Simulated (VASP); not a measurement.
A run of VASP 6.6.1 is set up as follows.

The input INCAR:

```
SYSTEM = Ti2Os
ALGO = Fast ; EDIFF = 1E-6
ENCUT = 520 ; GGA = PE
ISIF = 2 ; ISMEAR = 0
LASPH = .TRUE. ; LCHARG = .FALSE.
LREAL = .FALSE. ; LWAVE = .FALSE.
NBANDS = 41 ; NELM = 100
PREC = Accurate ; SIGMA = 0.1
```

Contents of KPOINTS:

```
k-points
0
G
  10 10 10
  0 0 0
```

The input POSCAR:

```
Ti2Os
1.0
   -2.4888872772      2.4888872772      4.2072968438
    2.4888872772     -2.4888872772      4.2072968438
    2.4888872772      2.4888872772     -4.2072968438
Ti Os
4 2
Direct
    0.2986785760      0.2986785760      0.0000000000
    0.0486785760      0.5486785760      0.5000000000
    0.4513214240      0.9513214240      0.5000000000
    0.7013214240      0.7013214240      0.0000000000
    0.0000000000      0.0000000000      0.0000000000
    0.7500000000      0.2500000000      0.5000000000
```

Potentials or basis: VASP PAW PBE potentials, release 64 (Ti_sv, Os).

Command:

```bash
$ cat potpaw_PBE.64/Ti_sv/POTCAR potpaw_PBE.64/Os/POTCAR > POTCAR
$ mpirun -np 1 vasp_std > vasp.out
```

(1) What does it give for the largest force?

(2) Predict the band gap on the k mesh.

(3) Predict the pressure.

## Answers

(1) 0.022 eV/Å.

(2) zero (bands 32 and 33 overlap by 0.31 eV).

(3) 0.1 GPa.

Caveat: spin-orbit coupling is left out, which moves the levels of the heavy elements.
